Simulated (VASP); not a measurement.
Crystal: BN.

```
CELL_PARAMETERS angstrom
0.00000 1.74583 1.74583
1.74583 0.00000 1.74583
1.74583 1.74583 0.00000
ATOMIC_POSITIONS crystal
B 0.00000 0.00000 0.00000
N 0.50000 0.50000 0.50000
```

Program: VASP 6.6.1. Alike in all runs: task single point; no spin polarisation; cell as given.

Order these runs on this cell by their pressure, lowest first.
A. level r2SCAN; potentials or basis VASP PAW PBE potentials, release 64 (B, N); k mesh 8 × 8 × 8; cutoff (eV) 520; smearing gaussian 0.01 eV
B. level PBE-based screened hybrid; potentials or basis VASP PAW PBE potentials, release 64 (B, N); k mesh 6 × 6 × 6; cutoff (eV) 520; smearing gaussian 0.01 eV; grid for exact exchange (PRECFOCK) Normal; share of exact exchange 1; screening parameter 0.2078 1/Å
C. level LDA; potentials or basis VASP PAW LDA potentials, release 64 (B, N); k mesh 4 × 4 × 4; cutoff (eV) 600; smearing gaussian 0.01 eV
D. level PBE; potentials or basis VASP PAW PBE potentials, release 64 (B, N); k mesh 8 × 8 × 8; cutoff (eV) 600; smearing methfessel-paxton 0.188 eV
E. level PBE0; potentials or basis VASP PAW PBE potentials, release 64 (B, N); k mesh 6 × 6 × 6; cutoff (eV) 520; smearing gaussian 0.01 eV; grid for exact exchange (PRECFOCK) Normal

B (-39.8 GPa), C (-10.6 GPa), E (-8.4 GPa), A (0.4 GPa), D (3.6 GPa).

Caveats: some runs use coarse meshes; the PAW data sets were made with another functional, which shifts forces and pressure a little (some runs).
